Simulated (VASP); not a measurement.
# Zn (Pm-3m) in VASP: notebook

The runs below take Zn through single point, with r2SCAN+D3(BJ).

All numbers are computed with VASP 6.6.1; they aren't measurements. Logs are shortened: lines on timing, memory, paths and dates and some standing lists are left out, and cuts for length are marked.

### Step 1. The cell of the first run

Symmetry: Pm-3m, No. 221, cubic system. The conventional cell has a = 2.304 Å, b = 2.304 Å, c = 2.304 Å, α = 90.00°, β = 90.00°, γ = 90.00°. Within 3.0 Å of Zn (site symmetry m-3m) lie 6 Zn at 2.30 Å.

This isn't the form of Zn at room conditions, which is hcp.

### Step 2. Single point, r2SCAN+D3(BJ)

Contents of POSCAR:

```
Zn
1.0
    2.3043493155      0.0000000000      0.0000000000
    0.0000000000      2.3043493155      0.0000000000
    0.0000000000      0.0000000000      2.3043493155
Zn
1
Direct
    0.0000000000      0.0000000000      0.0000000000
```

Contents of INCAR.step1:

```
ALGO     = Normal         # electronic algorithm
EDIFF    = 1E-4           # SCF threshold, eV
ENCUT    = 520            # plane-wave cutoff, eV
GGA      = PE             # functional
ISMEAR   = -1             # smearing method
LASPH    = T              # aspherical terms in the spheres
LCHARG   = F              # write CHGCAR
LREAL    = F              # projectors in reciprocal space
LWAVE    = T              # write WAVECAR
NBANDS   = 12             # bands
NELM     = 100            # most SCF steps
PREC     = Accurate       # precision mode
SIGMA    = 0.1            # smearing width, eV
```

Contents of INCAR.step2:

```
ALGO     = Normal         # electronic algorithm
EDIFF    = 1E-6           # SCF threshold, eV
ENCUT    = 520            # plane-wave cutoff, eV
ISIF     = 2              # what is computed and relaxed
ISMEAR   = -1             # smearing method
ISTART   = 1            
IVDW     = 12             # dispersion correction
LASPH    = T              # aspherical terms in the spheres
LCHARG   = T              # write CHGCAR
LELF     = T              # ELF
LMIXTAU  = T            
LREAL    = F              # projectors in reciprocal space
LVHAR    = T            
LWAVE    = F              # write WAVECAR
METAGGA  = R2SCAN         # meta-GGA
NBANDS   = 12             # bands
NELM     = 100            # most SCF steps
PREC     = Accurate       # precision mode
SIGMA    = 0.1            # smearing width, eV
VDW_A1   = 0.49484001   
VDW_A2   = 5.73083694   
VDW_S6   = 1.0          
VDW_S8   = 0.78981345
```

Contents of KPOINTS:

```
k-points
0
Gamma
  18 18 18
```

Potentials or basis: VASP PAW PBE potentials, release 64 (Zn).

Command:

```sh
cat potpaw_PBE.64/Zn/POTCAR > POTCAR
cp INCAR.step1 INCAR
mpirun -np 1 vasp_std > vasp.out
cp INCAR.step2 INCAR
mpirun -np 1 vasp_std > vasp.out
```

OUTCAR:

```text
EDIFF = 1E-6
   ENCUT = 520
   ISIF = 2
   ISMEAR = -1
   ISTART = 1
   IVDW = 12
   LASPH = T
   LREAL = F
   METAGGA = R2SCAN
   NELM = 100
   PREC = Accurate
 IVDW          = 12

 ion  position               nearest neighbor table
   1  0.000  0.000  0.000-

  LATTYP: Found a simple cubic cell.
 ALAT       =     2.3043493155

  Lattice vectors:

 A1 = (   2.3043493155,   0.0000000000,   0.0000000000)
 A2 = (   0.0000000000,   2.3043493155,   0.0000000000)
 A3 = (   0.0000000000,   0.0000000000,   2.3043493155)

Analysis of symmetry for initial positions (statically):
=====================================================================
 Subroutine PRICEL returns:
 Original cell was already a primitive cell.

 Routine SETGRP: Setting up the symmetry group for a
 simple cubic supercell.

 Subroutine GETGRP returns: Found 48 space group operations
 (whereof 48 operations were pure point group operations)
 out of a pool of 48 trial point group operations.

The static configuration has the point symmetry O_h .

Analysis of symmetry for dynamics (positions and initial velocities):
=====================================================================
 Subroutine PRICEL returns:
 Original cell was already a primitive cell.

 Routine SETGRP: Setting up the symmetry group for a
 simple cubic supercell.

 Subroutine GETGRP returns: Found 48 space group operations
 (whereof 48 operations were pure point group operations)
 out of a pool of 48 trial point group operations.

The dynamic configuration has the point symmetry O_h .

 Subroutine INISYM returns: Found 48 space group operations
 (whereof 48 operations are pure point group operations),
 and found     1 'primitive' translations

----------------------------------------------------------------------------------------

                                     Primitive cell

  volume of cell :      12.2362

  direct lattice vectors                    reciprocal lattice vectors
     2.304349316  0.000000000  0.000000000     0.433961984  0.000000000  0.000000000
     0.000000000  2.304349316  0.000000000     0.000000000  0.433961984  0.000000000
     0.000000000  0.000000000  2.304349316     0.000000000  0.000000000  0.433961984

  length of vectors
     2.304349316  2.304349316  2.304349316     0.433961984  0.433961984  0.433961984

  position of ions in fractional coordinates (direct lattice)
     0.000000000  0.000000000  0.000000000

  ion indices of the primitive-cell ions
   primitive index   ion index
                 1           1

----------------------------------------------------------------------------------------

 KPOINTS: k-points

Automatic generation of k-mesh.
 Grid dimensions read from file:
 generate k-points for:   18   18   18

 Generating k-lattice:

  Cartesian coordinates                     Fractional coordinates (reciprocal lattice)
     0.024108999  0.000000000  0.000000000     0.055555556  0.000000000  0.000000000
     0.000000000  0.024108999  0.000000000     0.000000000  0.055555556  0.000000000
     0.000000000  0.000000000  0.024108999     0.000000000  0.000000000  0.055555556

  Length of vectors
     0.024108999  0.024108999  0.024108999

  Shift w.r.t. Gamma in fractional coordinates (k-lattice)
     0.000000000  0.000000000  0.000000000

 Subroutine IBZKPT returns following result:
 ===========================================

 Found    220 irreducible k-points:

 Following reciprocal coordinates:
            Coordinates               Weight
  0.000000  0.000000  0.000000      1.000000
  0.055556  0.000000  0.000000      6.000000
  0.111111  0.000000  0.000000      6.000000
  0.166667  0.000000  0.000000      6.000000
  0.222222  0.000000  0.000000      6.000000
  0.277778  0.000000  0.000000      6.000000
[... 16 lines left out ...]
  0.277778  0.111111  0.000000     24.000000
  0.333333  0.111111  0.000000     24.000000
 [... further k-points ...]
   k-points           NKPTS =    220   k-points in BZ     NKDIM =    220   number of bands    NBANDS=     12
   number of dos      NEDOS =    301   number of ions     NIONS =      1
   total plane-waves  NPLWV =   5832
   dimension x,y,z NGX =    18 NGY =   18 NGZ =   18
   dimension x,y,z NGXF=    36 NGYF=   36 NGZF=   36
   ions per type =               1
   NGX,Y,Z   is equivalent  to a cutoff of  12.99, 12.99, 12.99 a.u.
   NGXF,Y,Z  is equivalent  to a cutoff of  25.97, 25.97, 25.97 a.u.
 SYSTEM =  unknown system
   PREC   = accura    normal or accurate (medium, high low for compatibility)
   ISTART =      1    job   : 0-new  1-cont  2-samecut
   ICHARG =      0    charge: 1-file 2-atom 10-const
   ISPIN  =      1    spin polarized calculation?
   LNONCOLLINEAR =      F non collinear calculations
   LSORBIT =      F    spin-orbit coupling
   LASPH  =      T    aspherical Exc in radial PAW
   ENCUT  =  520.0 eV  38.22 Ry    6.18 a.u.   4.28  4.28  4.28*2*pi/ulx,y,z
   NELM   =    100;   NELMIN=  2; NELMDL=  0     # of ELM steps
   EDIFF  = 0.1E-05   stopping-criterion for ELM
   LREAL  =      F    real-space projection
   EDIFFG = 0.1E-04   stopping-criterion for IOM
   NSW    =      0    number of steps for IOM
   IBRION =     -1    ionic relax: 0-MD 1-quasi-New 2-CG
   NFREE  =      0    steps in history (QN), initial steepest desc. (CG)
   ISIF   =      2    stress and relaxation
   ISYM   =      2    0-nonsym 1-usesym 2-fastsym
   POTIM  = 0.5000    time-step for ionic-motion
   TEBEG  =    0.0;   TEEND  =   0.0 temperature during run
   PSTRESS=    0.0 pullay stress
   NELECT =      12.0000    total number of electrons
   NUPDOWN=      -1.0000    fix difference up-down
   EMIN   =  10.00;   EMAX   =-10.00  energy-range for DOS
   EFERMI =   0.00;   METHOD = LEGACY
   ISMEAR =    -1;   SIGMA  =   0.10  broadening in eV -4-tet -1-fermi 0-gaus
   EFERMI_NEDOS =   21; number of points for ismear=-14 and -15
   IALGO  =     38    algorithm
   IMIX   =      4    mixing-type and parameters
     AMIX     =   0.40;   BMIX     =  1.00
     AMIX_MAG =   1.60;   BMIX_MAG =  1.00
  volume/ion in A,a.u.               =      12.24        82.57
  Fermi-wavevector in a.u.,A,eV,Ry     =   1.626498  3.073636 35.994166  2.645497
  Thomas-Fermi vector in A             =   2.719448
   LORBIT       =      0    0 simple, 1 ext, 2 COOP (PROOUT), +10 PAW based schemes
   METAGGA = R2SCAN    functional components
   LHFCALC =     F    Hartree Fock is set to
   AEXX    =    0.0000 exact exchange contribution
   IVDW    =    12    specifies the selected vdW correction
   LEPSILON=     F    determine dielectric tensor
   LRPA    =     F    only Hartree local field effects (RPA)
 non-spin polarized calculation
  energy-cutoff  :      520.00
  volume of cell :       12.24
 maximum number of plane-waves:       344
 NGX is ok and might be reduce to    18
   NGX =  9   NGY =  9   NGZ =  9

 number of electron      11.9999983 magnetization

 Free energy of the ion-electron system (eV)
  ---------------------------------------------------
  ext. energy  EPLUGINS =         0.00000000
  ---------------------------------------------------
  free energy    TOTEN  =        -8.07271929 eV

  energy without entropy =       -8.06342325  energy(sigma->0) =       -8.06807127

 E-fermi :   4.6247     XC(G=0): -13.8717

 val. band max:        4.6226424253   @ k =   0.5000   0.3889   0.0000
 cond. band min:       4.6767359203   @ k =   0.5000   0.3889   0.0556
 fundamental gap:      0.0540934950
 Fermi energy:         4.6247498845

 k-point     1 :       0.0000    0.0000    0.0000
  band No.  band energies     occupation
      1      -8.0529      2.00000
      2      -5.4501      2.00000
      3      -5.4501      2.00000
      4      -3.0963      2.00000
      5      -3.0963      2.00000
      6      -3.0963      2.00000
      7      21.1885      0.00000
      8      21.1885      0.00000
      9      21.1885      0.00000
     10      24.1737      0.00000
     11      24.1737      0.00000
     12      29.8361      0.00000

 k-point     2 :       0.0556    0.0000    0.0000
  band No.  band energies     occupation
      1      -7.9579      2.00000
      2      -5.4418      2.00000
      3      -5.4155      2.00000
      4      -3.1185      2.00000
      5      -3.1185      2.00000
      6      -3.0944      2.00000
      7      19.4845      0.00000
      8      21.3059      0.00000
      9      21.3059      0.00000
     10      24.2317      0.00000
     11      25.5650      0.00000
     12      30.3472      0.00000

 k-point     3 :       0.1111    0.0000    0.0000
  band No.  band energies     occupation
      1      -7.6783      2.00000
      2      -5.4175      2.00000
      3      -5.3096      2.00000
      4      -3.1822      2.00000
      5      -3.1822      2.00000
      6      -3.0892      2.00000
      7      16.8384      0.00000
      8      21.6550      0.00000
      9      21.6550      0.00000
     10      24.4067      0.00000
     11      27.0135      0.00000
     12      32.1347      0.00000
[... 286 lines left out ...]
 k-point    23 :       0.2778    0.1111    0.0000
  band No.  band energies     occupation
      1      -5.8287      2.00000
      2      -5.1603      2.00000
      3      -4.3707      2.00000
      4      -3.5049      2.00000
      5      -3.4286      2.00000
      6      -3.1403      2.00000
      7       9.4902      0.00000
      8      19.3675      0.00000
      9      24.4357      0.00000
     10      27.2949      0.00000
     11      31.1103      0.00000
     12      33.8222      0.00000

 k-point    24 :       0.3333    0.1111    0.0000
  band No.  band energies     occupation
      1      -5.4603      2.00000
      2      -5.0952      2.00000
      3      -4.0840      2.00000
      4      -3.6155      2.00000
      5      -3.1292      2.00000
      6      -2.9783      2.00000
      7       7.2118      0.00000
      8      20.3655      0.00000
      9      25.5734      0.00000
     10      27.9183      0.00000
     11      29.4987      0.00000
     12      33.9293      0.00000

 [... further k-points ...]

------------------------ aborting loop because EDIFF is reached ----------------------------------------

 Edisp (eV)   -0.23726

 E8    (eV) :    -0.0779

  FORCE on cell =-STRESS in cart. coord.  units (eV):
  Direction    XX          YY          ZZ          XY          YZ          ZX
  --------------------------------------------------------------------------------------
  -------------------------------------------------------------------------------------
  Total       3.39386     3.39386     3.39386     0.00000     0.00000     0.00000
  in kB     444.38486   444.38486   444.38486     0.00000     0.00000     0.00000
  external pressure =      444.38 kB  Pullay stress =        0.00 kB

 VOLUME and BASIS-vectors are now :
 -----------------------------------------------------------------------------
  energy-cutoff  :      520.00
  volume of cell :       12.24
      direct lattice vectors                 reciprocal lattice vectors
     2.304349316  0.000000000  0.000000000     0.433961984  0.000000000  0.000000000
     0.000000000  2.304349316  0.000000000     0.000000000  0.433961984  0.000000000
     0.000000000  0.000000000  2.304349316     0.000000000  0.000000000  0.433961984

 POSITION                                       TOTAL-FORCE (eV/Angst)
 -----------------------------------------------------------------------------------
      0.00000      0.00000      0.00000         0.000000      0.000000      0.000000
 -----------------------------------------------------------------------------------
    total drift:                                0.000000      0.000000      0.000000

  FREE ENERGIE OF THE ION-ELECTRON SYSTEM (eV)
  ---------------------------------------------------
  free  energy   TOTEN  =        -8.3099754084 eV

  energy  without entropy=       -8.3006793746  energy(sigma->0) =       -8.30532739
```

Wall time 82 s (1 thread of Intel Xeon 8259CL, shared host); peak memory 0.15 GiB.

What came out:

```yaml
Free_energy: -8.3100 eV
Pressure: 44.4 GPa
Band_gap_on_the_k_mesh: zero (bands 6 and 7 overlap by 10.26 eV)
Dispersion_energy_per_atom: -0.237 eV
```

Caveat: three body term missing; the cell stands under pressure; the PAW data sets were made with another functional, which shifts forces and pressure a little.

### Step 3. Single point, r2SCAN+D3(BJ)

This run uses another cell than the first one, of 13.11 Å³/atom.

Contents of POSCAR:

```
Zn
1.0
    2.3577428477      0.0000000000      0.0000000000
    0.0000000000      2.3577428477      0.0000000000
    0.0000000000      0.0000000000      2.3577428477
Zn
1
Direct
    0.0000000000      0.0000000000      0.0000000000
```

Contents of INCAR.step1:

```
PREC = Accurate
ENCUT = 520
ISMEAR = -1
SIGMA = 0.1
LREAL = False
LASPH = True
NELM = 60
NBANDS = 12
GGA = PE
ALGO = Normal
EDIFF = 1E-4
LWAVE = True
LCHARG = False
```

Contents of INCAR.step2:

```
PREC = Accurate
ENCUT = 520
EDIFF = 1E-6
ISMEAR = -1
SIGMA = 0.1
LREAL = False
LASPH = True
NELM = 60
ALGO = Normal
ISIF = 2
LWAVE = False
LCHARG = True
METAGGA = R2SCAN
LMIXTAU = True
IVDW = 12
VDW_S6 = 1.0
VDW_S8 = 0.78981345
VDW_A1 = 0.49484001
VDW_A2 = 5.73083694
LELF = True
LVHAR = True
NBANDS = 12
ISTART = 1
```

Contents of KPOINTS:

```
regular mesh
0
Gamma
  18 18 18
```

Potentials or basis: VASP PAW PBE potentials, release 64 (Zn).

Command:

```sh
cat potpaw_PBE.64/Zn/POTCAR > POTCAR
cp INCAR.step1 INCAR
mpirun -np 1 vasp_std > vasp.out
cp INCAR.step2 INCAR
mpirun -np 1 vasp_std > vasp.out
```

OUTCAR:

```text
PREC = Accurate
   ENCUT = 520
   EDIFF = 1E-6
   ISMEAR = -1
   LREAL = False
   LASPH = True
   NELM = 60
   ISIF = 2
   METAGGA = R2SCAN
   IVDW = 12
   ISTART = 1
 IVDW          = 12

 ion  position               nearest neighbor table
   1  0.000  0.000  0.000-

  LATTYP: Found a simple cubic cell.
 ALAT       =     2.3577428477

  Lattice vectors:

 A1 = (   2.3577428477,   0.0000000000,   0.0000000000)
 A2 = (   0.0000000000,   2.3577428477,   0.0000000000)
 A3 = (   0.0000000000,   0.0000000000,   2.3577428477)

Analysis of symmetry for initial positions (statically):
=====================================================================
 Subroutine PRICEL returns:
 Original cell was already a primitive cell.

 Routine SETGRP: Setting up the symmetry group for a
 simple cubic supercell.

 Subroutine GETGRP returns: Found 48 space group operations
 (whereof 48 operations were pure point group operations)
 out of a pool of 48 trial point group operations.

[... 165 lines left out ...]
 Fermi energy:         4.0156602569

 k-point     1 :       0.0000    0.0000    0.0000
  band No.  band energies     occupation
      1      -7.9997      2.00000
      2      -5.6489      2.00000
      3      -5.6489      2.00000
      4      -3.5536      2.00000
      5      -3.5536      2.00000
      6      -3.5536      2.00000
      7      19.8867      0.00000
      8      19.8867      0.00000
      9      19.8867      0.00000
     10      22.7934      0.00000
     11      22.7934      0.00000
     12      28.1023      0.00000
[... 331 lines left out ...]
 k-point    24 :       0.3333    0.1111    0.0000
  band No.  band energies     occupation
      1      -5.6200      2.00000
      2      -5.3267      2.00000
      3      -4.3907      2.00000
      4      -4.0130      2.00000
      5      -3.5828      2.00000
      6      -3.3046      2.00000
      7       6.4714      0.00000
      8      19.0890      0.00000
      9      24.0186      0.00000
     10      26.4477      0.00000
     11      27.9143      0.00000
     12      32.1256      0.00000

 [... further k-points ...]

------------------------ aborting loop because EDIFF is reached ----------------------------------------

 Edisp (eV)   -0.22117

 E8    (eV) :    -0.0726

  FORCE on cell =-STRESS in cart. coord.  units (eV):
  Direction    XX          YY          ZZ          XY          YZ          ZX
  --------------------------------------------------------------------------------------
  -------------------------------------------------------------------------------------
  Total       2.43273     2.43273     2.43273     0.00000     0.00000     0.00000
  in kB     297.38181   297.38181   297.38181     0.00000     0.00000     0.00000
  external pressure =      297.38 kB  Pullay stress =        0.00 kB

 VOLUME and BASIS-vectors are now :
 -----------------------------------------------------------------------------
  energy-cutoff  :      520.00
  volume of cell :       13.11
      direct lattice vectors                 reciprocal lattice vectors
     2.357742848  0.000000000  0.000000000     0.424134464  0.000000000  0.000000000
     0.000000000  2.357742848  0.000000000     0.000000000  0.424134464  0.000000000
     0.000000000  0.000000000  2.357742848     0.000000000  0.000000000  0.424134464

 POSITION                                       TOTAL-FORCE (eV/Angst)
 -----------------------------------------------------------------------------------
      0.00000      0.00000      0.00000         0.000000      0.000000      0.000000
 -----------------------------------------------------------------------------------
    total drift:                                0.000000      0.000000      0.000000

  FREE ENERGIE OF THE ION-ELECTRON SYSTEM (eV)
  ---------------------------------------------------
  free  energy   TOTEN  =        -8.5087065682 eV

  energy  without entropy=       -8.4992530781  energy(sigma->0) =       -8.50397982
```

OUTCAR.step1:

```text
PREC = Accurate
   ENCUT = 520
   ISMEAR = -1
   LREAL = False
   LASPH = True
   NELM = 60
[... 575 lines left out ...]
 POSITION                                       TOTAL-FORCE (eV/Angst)
 -----------------------------------------------------------------------------------
      0.00000      0.00000      0.00000         0.000000      0.000000      0.000000
 -----------------------------------------------------------------------------------
    total drift:                                0.000000      0.000000      0.000000

  FREE ENERGIE OF THE ION-ELECTRON SYSTEM (eV)
  ---------------------------------------------------
  free  energy   TOTEN  =        -0.4625146722 eV

  energy  without entropy=       -0.4527155352  energy(sigma->0) =       -0.45761510
```

OSZICAR.step1:

```text
N       E                     dE             d eps       ncg     rms          rms(c)
DAV:   1     0.436736859910E+02    0.43674E+02   -0.66346E+03  5496   0.167E+03
DAV:   2     0.675751424742E+00   -0.42998E+02   -0.40257E+02  5464   0.220E+02
DAV:   3    -0.612359225680E+00   -0.12881E+01   -0.12861E+01  6120   0.373E+01
DAV:   4    -0.615184807293E+00   -0.28256E-02   -0.28255E-02  5776   0.166E+00
DAV:   5    -0.615186453139E+00   -0.16458E-05   -0.16457E-05  4572   0.401E-02    0.436E+00
DAV:   6    -0.477773939015E+00    0.13741E+00   -0.67408E-01  6188   0.168E+01    0.289E+00
DAV:   7    -0.466927930446E+00    0.10846E-01   -0.13983E-02  5584   0.229E+00    0.145E+00
DAV:   8    -0.462523417839E+00    0.44045E-02   -0.18455E-03  6168   0.588E-01    0.307E-02
DAV:   9    -0.462514672201E+00    0.87456E-05   -0.10514E-04  4128   0.145E-01
   1 F= -.46251467E+00 E0= -.45761510E+00  d E =-.979914E-02
```

Wall time 98 s (1 thread of Intel Xeon 8259CL, shared host); peak memory 0.16 GiB.

What came out:

* Free energy: -8.5087 eV
* Pressure: 29.7 GPa
* Band gap on the k mesh: zero (bands 6 and 7 overlap by 9.96 eV)
* Dispersion energy per atom: -0.221 eV

Caveat: three body term missing; the cell stands under pressure; the PAW data sets were made with another functional, which shifts forces and pressure a little.

(Part 1 of 2 ends here.)
